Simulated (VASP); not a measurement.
# Co (Fm-3m) in VASP: a series of runs

Co is run at these levels: BLYP; tasks: single point.

Program: VASP 6.6.1. These are calculated values, not measurements. Logs are shortened: lines on timing, memory, paths and dates and some standing lists are left out, and cuts for length are marked.

## 1. The cell of the first run

The structure is cubic, space group Fm-3m (No. 225). The conventional cell has a = 3.509 Å, b = 3.509 Å, c = 3.509 Å, α = 90.00°, β = 90.00°, γ = 90.00°. Within 3.3 Å of Co (site symmetry m-3m) lie 12 Co at 2.48 Å.

## 2. Single point, BLYP

INCAR

```
  PREC = Accurate
  ENCUT = 520
  EDIFF = 1E-6
  ISMEAR = -1
  SIGMA = 0.1
  LREAL = False
  LASPH = True
  NELM = 80
  ALGO = Normal
  ISIF = 2
  LWAVE = False
  LCHARG = False
  GGA = B5
  ALDAX = 1.0
  AGGAX = 1.0
  AGGAC = 1.0
  ALDAC = 0.0
  NBANDS = 10
```

KPOINTS

```
Automatic mesh
0
Gamma
  15 15 15
```

POSCAR

```
Co
1.0
    0.0000000000      1.7544681297      1.7544681297
    1.7544681297      0.0000000000      1.7544681297
    1.7544681297      1.7544681297      0.0000000000
Co
1
Direct
    0.0000000000      0.0000000000      0.0000000000
```

Potentials or basis: VASP PAW PBE potentials, release 64 (Co).

Run with:

```
> cat potpaw_PBE.64/Co/POTCAR > POTCAR
> mpirun -np 1 vasp_std > vasp.out
```

OUTCAR:

```text
PREC = Accurate
   ENCUT = 520
   EDIFF = 1E-6
   ISMEAR = -1
   LREAL = False
   LASPH = True
   NELM = 80
   ISIF = 2
   GGA = B5

 ion  position               nearest neighbor table
   1  0.000  0.000  0.000-

  LATTYP: Found a face centered cubic cell.
 ALAT       =     3.5089362594

  Lattice vectors:

 A1 = (   0.0000000000,   1.7544681297,   1.7544681297)
 A2 = (   1.7544681297,   0.0000000000,   1.7544681297)
 A3 = (   1.7544681297,   1.7544681297,   0.0000000000)

Analysis of symmetry for initial positions (statically):
[... 33 lines left out ...]
                                     Primitive cell

  volume of cell :      10.8011

  direct lattice vectors                    reciprocal lattice vectors
     0.000000000  1.754468130  1.754468130    -0.284986653  0.284986653  0.284986653
     1.754468130  0.000000000  1.754468130     0.284986653 -0.284986653  0.284986653
     1.754468130  1.754468130  0.000000000     0.284986653  0.284986653 -0.284986653

  length of vectors
     2.481192624  2.481192624  2.481192624     0.493611362  0.493611362  0.493611362

  position of ions in fractional coordinates (direct lattice)
     0.000000000  0.000000000  0.000000000

  ion indices of the primitive-cell ions
   primitive index   ion index
                 1           1

----------------------------------------------------------------------------------------

 KPOINTS: Automatic mesh

Automatic generation of k-mesh.
 Grid dimensions read from file:
 generate k-points for:   15   15   15

 Generating k-lattice:

  Cartesian coordinates                     Fractional coordinates (reciprocal lattice)
    -0.018999110  0.018999110  0.018999110     0.066666667  0.000000000  0.000000000
     0.018999110 -0.018999110  0.018999110     0.000000000  0.066666667  0.000000000
     0.018999110  0.018999110 -0.018999110     0.000000000  0.000000000  0.066666667

  Length of vectors
     0.032907424  0.032907424  0.032907424

  Shift w.r.t. Gamma in fractional coordinates (k-lattice)
     0.000000000  0.000000000  0.000000000

 Subroutine IBZKPT returns following result:
 ===========================================

 Found    120 irreducible k-points:

 Following reciprocal coordinates:
            Coordinates               Weight
  0.000000  0.000000  0.000000      1.000000
  0.066667  0.000000  0.000000      8.000000
  0.133333  0.000000  0.000000      8.000000
  0.200000  0.000000  0.000000      8.000000
  0.266667  0.000000  0.000000      8.000000
  0.333333  0.000000  0.000000      8.000000
[... 16 lines left out ...]
  0.133333  0.133333  0.000000      6.000000
  0.200000  0.133333  0.000000     24.000000
 [... further k-points ...]
   k-points           NKPTS =    120   k-points in BZ     NKDIM =    120   number of bands    NBANDS=     10
   number of dos      NEDOS =    301   number of ions     NIONS =      1
   total plane-waves  NPLWV =   5832
   dimension x,y,z NGX =    18 NGY =   18 NGZ =   18
   dimension x,y,z NGXF=    36 NGYF=   36 NGZF=   36
   ions per type =               1
   NGX,Y,Z   is equivalent  to a cutoff of  12.06, 12.06, 12.06 a.u.
   NGXF,Y,Z  is equivalent  to a cutoff of  24.12, 24.12, 24.12 a.u.
 SYSTEM =  unknown system
   PREC   = accura    normal or accurate (medium, high low for compatibility)
   ISTART =      0    job   : 0-new  1-cont  2-samecut
   ICHARG =      2    charge: 1-file 2-atom 10-const
   ISPIN  =      1    spin polarized calculation?
   LNONCOLLINEAR =      F non collinear calculations
   LSORBIT =      F    spin-orbit coupling
   LASPH  =      T    aspherical Exc in radial PAW
   ENCUT  =  520.0 eV  38.22 Ry    6.18 a.u.   4.61  4.61  4.61*2*pi/ulx,y,z
   NELM   =     80;   NELMIN=  2; NELMDL= -5     # of ELM steps
   EDIFF  = 0.1E-05   stopping-criterion for ELM
   LREAL  =      F    real-space projection
   EDIFFG = 0.1E-04   stopping-criterion for IOM
   NSW    =      0    number of steps for IOM
   IBRION =     -1    ionic relax: 0-MD 1-quasi-New 2-CG
   NFREE  =      0    steps in history (QN), initial steepest desc. (CG)
   ISIF   =      2    stress and relaxation
   ISYM   =      2    0-nonsym 1-usesym 2-fastsym
   POTIM  = 0.5000    time-step for ionic-motion
   TEBEG  =    0.0;   TEEND  =   0.0 temperature during run
   PSTRESS=    0.0 pullay stress
   NELECT =       9.0000    total number of electrons
   NUPDOWN=      -1.0000    fix difference up-down
   EMIN   =  10.00;   EMAX   =-10.00  energy-range for DOS
   EFERMI =   0.00;   METHOD = LEGACY
   ISMEAR =    -1;   SIGMA  =   0.10  broadening in eV -4-tet -1-fermi 0-gaus
   EFERMI_NEDOS =   21; number of points for ismear=-14 and -15
   IALGO  =     38    algorithm
   IMIX   =      4    mixing-type and parameters
     AMIX     =   0.40;   BMIX     =  1.00
     AMIX_MAG =   1.60;   BMIX_MAG =  1.00
  volume/ion in A,a.u.               =      10.80        72.89
  Fermi-wavevector in a.u.,A,eV,Ry     =   1.540518  2.911157 32.289299  2.373197
  Thomas-Fermi vector in A             =   2.646594
   LORBIT       =      0    0 simple, 1 ext, 2 COOP (PROOUT), +10 PAW based schemes
   GGA     = B5    functional components
   LHFCALC =     F    Hartree Fock is set to
   AEXX    =    0.0000 exact exchange contribution
   IVDW    =     0    specifies the selected vdW correction
   LEPSILON=     F    determine dielectric tensor
   LRPA    =     F    only Hartree local field effects (RPA)
 non-spin polarized calculation
  energy-cutoff  :      520.00
  volume of cell :       10.80
 maximum number of plane-waves:       303
   NGX =  9   NGY =  9   NGZ =  9

 number of electron       8.9999998 magnetization

 Free energy of the ion-electron system (eV)
  ---------------------------------------------------
  ext. energy  EPLUGINS =         0.00000000
  ---------------------------------------------------
  free energy    TOTEN  =        -5.89792605 eV

  energy without entropy =       -5.81742490  energy(sigma->0) =       -5.85767547

 E-fermi :  10.6363     XC(G=0): -12.8450

 val. band max:       10.6088878434   @ k =   0.3333   0.0667   0.0000
 cond. band min:      10.6427813569   @ k =  -0.4000   0.4667   0.0667
 fundamental gap:      0.0338935135
 Fermi energy:        10.6362572138

 k-point     1 :       0.0000    0.0000    0.0000
  band No.  band energies     occupation
      1       2.0265      2.00000
      2       8.8517      2.00000
      3       8.8517      2.00000
      4       8.8517      2.00000
      5      10.0889      1.99165
      6      10.0889      1.99164
      7      34.1288      0.00000
      8      38.5380      0.00000
      9      38.5380      0.00000
     10      38.5380      0.00000

 k-point     2 :       0.0667    0.0000    0.0000
  band No.  band energies     occupation
      1       2.2044      2.00000
      2       8.7975      2.00000
      3       8.8966      2.00000
      4       8.8966      2.00000
      5      10.0692      1.99313
      6      10.0692      1.99313
      7      33.7489      0.00000
      8      36.6599      0.00000
      9      38.2536      0.00000
     10      38.2536      0.00000

 k-point     3 :       0.1333    0.0000    0.0000
  band No.  band energies     occupation
      1       2.7248      2.00000
      2       8.6579      2.00000
      3       9.0038      2.00000
      4       9.0038      2.00000
      5      10.0375      1.99499
      6      10.0375      1.99499
      7      31.5977      0.00000
      8      35.3477      0.00000
      9      37.6959      0.00000
     10      37.6959      0.00000

 k-point     4 :       0.2000    0.0000    0.0000
  band No.  band energies     occupation
      1       3.5391      2.00000
      2       8.5037      2.00000
      3       9.0857      2.00000
      4       9.0857      2.00000
      5      10.0787      1.99245
      6      10.0787      1.99245
      7      28.3883      0.00000
      8      34.8728      0.00000
      9      37.1555      0.00000
     10      37.1555      0.00000

 k-point     5 :       0.2667    0.0000    0.0000
  band No.  band energies     occupation
      1       4.5284      2.00000
      2       8.4693      2.00000
      3       9.0584      2.00000
      4       9.0584      2.00000
      5      10.2658      1.95195
      6      10.2658      1.95194
      7      25.1610      0.00000
      8      34.2954      0.00000
      9      36.7093      0.00000
     10      36.7093      0.00000

 k-point     6 :       0.3333    0.0000    0.0000
  band No.  band energies     occupation
      1       5.4288      2.00000
      2       8.7992      2.00000
      3       8.9563      2.00000
      4       8.9563      2.00000
      5      10.5405      1.44517
      6      10.5405      1.44516
      7      22.1495      0.00000
      8      33.6511      0.00000
      9      36.3621      0.00000
     10      36.3621      0.00000
[... 183 lines left out ...]
 k-point    21 :      -0.1333    0.0667    0.0000
  band No.  band energies     occupation
      1       3.1170      2.00000
      2       8.5385      2.00000
      3       9.0762      2.00000
      4       9.0906      2.00000
      5       9.8846      1.99891
      6      10.1793      1.97948
      7      30.6598      0.00000
      8      33.4149      0.00000
      9      37.1837      0.00000
     10      39.4348      0.00000

 k-point    22 :      -0.0667    0.0667    0.0000
  band No.  band energies     occupation
      1       2.4966      2.00000
      2       8.6999      2.00000
      3       8.9620      2.00000
      4       8.9818      2.00000
      5       9.9752      1.99731
      6      10.1117      1.98951
      7      33.0573      0.00000
      8      34.8901      0.00000
      9      37.2310      0.00000
     10      39.2025      0.00000

 k-point    23 :       0.1333    0.1333    0.0000
  band No.  band energies     occupation
      1       2.9532      2.00000
      2       8.4773      2.00000
      3       9.1496      2.00000
      4       9.1496      2.00000
      5       9.7531      1.99971
      6      10.2231      1.96839
      7      33.1747      0.00000
      8      34.7214      0.00000
      9      34.7214      0.00000
     10      35.5444      0.00000

 k-point    24 :       0.2000    0.1333    0.0000
  band No.  band energies     occupation
      1       3.5518      2.00000
      2       8.2948      2.00000
      3       9.2468      2.00000
      4       9.2933      2.00000
      5       9.6928      1.99984
      6      10.2982      1.93420
      7      31.0024      0.00000
      8      33.6342      0.00000
      9      33.6914      0.00000
     10      36.0210      0.00000

 [... further k-points ...]
[... 5 lines left out ...]
  --------------------------------------------------------------------------------------
  -------------------------------------------------------------------------------------
  Total       -0.0090957     -0.0090957     -0.0090957     -0.0000000     -0.0000000      0.0000000
  in kB       -1.3492083     -1.3492083     -1.3492083     -0.0000000     -0.0000000      0.0000000
  external PRESSURE =      -1.3492083 kB  Pullay stress =       0.0000000 kB

 VOLUME and BASIS-vectors are now :
 -----------------------------------------------------------------------------
  energy-cutoff  :      520.00
  volume of cell :       10.80
      direct lattice vectors                 reciprocal lattice vectors
     0.000000000  1.754468130  1.754468130    -0.284986653  0.284986653  0.284986653
     1.754468130  0.000000000  1.754468130     0.284986653 -0.284986653  0.284986653
     1.754468130  1.754468130  0.000000000     0.284986653  0.284986653 -0.284986653

 POSITION                                       TOTAL-FORCE (eV/Angst)
 -----------------------------------------------------------------------------------
      0.00000      0.00000      0.00000        -0.000000      0.000000      0.000000
 -----------------------------------------------------------------------------------
    total drift:                               -0.000000     -0.000000      0.000000

  FREE ENERGIE OF THE ION-ELECTRON SYSTEM (eV)
  ---------------------------------------------------
  free  energy   TOTEN  =        -5.8979260479 eV

  energy  without entropy=       -5.8174248993  energy(sigma->0) =       -5.85767547
```

Run time: 15 s. Hardware: 1 thread of Intel Xeon Platinum 8259CL at 2.50GHz (Skylake/Cascade Lake), shared host; peak memory 0.12 GiB.

Results:

```yaml
Free_energy: -5.8979 eV
Pressure: -0.1 GPa
```

Levels at points of the mesh, in eV from the Fermi level:
```
           k point  band 2  band 3  band 4  band 5  band 6  band 7
(0.00, 0.00, 0.00)   -1.78   -1.78   -1.78   -0.55   -0.55   23.49
```

Caveat: the PAW data sets were made with another functional, which shifts forces and pressure a little; the run has no spin polarisation, though such a crystal can be magnetic.

## 3. Single point, BLYP (volume scaled by 1.04)

INCAR

```
SYSTEM = Co
PREC = Accurate
ENCUT = 520
EDIFF = 1E-6
ISMEAR = -1
SIGMA = 0.1
LREAL = .False.
LASPH = .True.
NELM = 100
ALGO = Normal
ISIF = 2
LWAVE = .False.
LCHARG = .False.
GGA = B5
ALDAX = 1.0
AGGAX = 1.0
AGGAC = 1.0
ALDAC = 0.0
NBANDS = 10
```

KPOINTS

```
regular mesh
0
Gamma
  17 17 17
  0 0 0
```

POSCAR

```
Co
1.0
    0.0000000000      1.7775558843      1.7775558843
    1.7775558843      0.0000000000      1.7775558843
    1.7775558843      1.7775558843      0.0000000000
Co
1
Direct
    0.0000000000      0.0000000000      0.0000000000
```

Potentials or basis: VASP PAW PBE potentials, release 64 (Co).

Run with:

```
> cat potpaw_PBE.64/Co/POTCAR > POTCAR
> mpirun -np 1 vasp_std > vasp.out
```

Run time: 22 s. Hardware: 1 thread of Intel Xeon Platinum 8259CL at 2.50GHz (Skylake/Cascade Lake), shared host; peak memory 0.13 GiB.

It converged, with:

* Free energy: -5.8864 eV
* Pressure: -7.8 GPa

Levels at points of the mesh, in eV from the Fermi level:
| k point | band 1 | band 2 | band 3 | band 4 | band 5 | band 6 | band 7 | band 8 |
| --- | --- | --- | --- | --- | --- | --- | --- | --- |
| (0.00, 0.00, 0.00) | -8.36 | -1.69 | -1.69 | -1.69 | -0.52 | -0.52 | 23.18 | 27.29 |

Caveat: the PAW data sets were made with another functional, which shifts forces and pressure a little; the run has no spin polarisation, though such a crystal can be magnetic. Spin polarisation is off, so any magnetic state and its effect on volume and gap are missing.

## 4. Single point, BLYP (volume scaled by 1.12)

INCAR

```
SYSTEM = Co
AGGAC = 1.0
AGGAX = 1.0
ALDAC = 0.0
ALDAX = 1.0
ALGO = Normal
EDIFF = 1E-6
ENCUT = 520
GGA = B5
ISIF = 2
ISMEAR = -1
LASPH = .True.
LCHARG = .False.
LREAL = .False.
LWAVE = .False.
NBANDS = 10
NELM = 60
PREC = Accurate
SIGMA = 0.1
```

KPOINTS

```
k-points
0
Gamma
  17 17 17
  0 0 0
```

POSCAR

```
Co
1.0
    0.0000000000      1.8220130830      1.8220130830
    1.8220130830      0.0000000000      1.8220130830
    1.8220130830      1.8220130830      0.0000000000
Co
1
Direct
    0.0000000000      0.0000000000      0.0000000000
```

Run with:

```
> cat potpaw_PBE.64/Co/POTCAR > POTCAR
> mpirun -np 1 vasp_std > vasp.out
```

Wall time 25 s (1 thread of Intel Xeon Platinum 8259CL at 2.50GHz (Skylake/Cascade Lake), shared host); peak memory 0.14 GiB.

It converged, with:

| Item | Value |
| --- | --- |
| Free energy | -5.8127 eV |
| Pressure | -18.6 GPa |

Levels at points of the mesh, in eV from the Fermi level:
```tsv
k point	band 1	band 2	band 3	band 4	band 5	band 6	band 7	band 8
(0.00, 0.00, 0.00)	-7.91	-1.51	-1.51	-1.51	-0.47	-0.47	22.59	26.13
```

Caveat: the PAW data sets were made with another functional, which shifts forces and pressure a little; the run has no spin polarisation, though such a crystal can be magnetic. Spin polarisation is off, so any magnetic state and its effect on volume and gap are missing.

## 5. Summary

| cell | k mesh | gap on the mesh (eV) | pressure (GPa) |
| --- | --- | --- | --- |
| a = 2.481 Å, angles 60.0°, 1 atom | 15 × 15 × 15 | none | -0.1 |
| a = 2.514 Å, angles 60.0°, 1 atom | 17 × 17 × 17 | none | -7.8 |
| a = 2.577 Å, angles 60.0°, 1 atom | 17 × 17 × 17 | none | -18.6 |

Alike in all rows: task single point; level BLYP; potentials or basis VASP PAW PBE potentials, release 64 (Co); no spin polarisation; cutoff (eV) 520; smearing fermi-dirac 0.1 eV.

Caveats: the PAW data sets were made with another functional, which shifts forces and pressure a little; the run has no spin polarisation, though such a crystal can be magnetic.

Absolute energies hang on the potentials; compare differences alone.
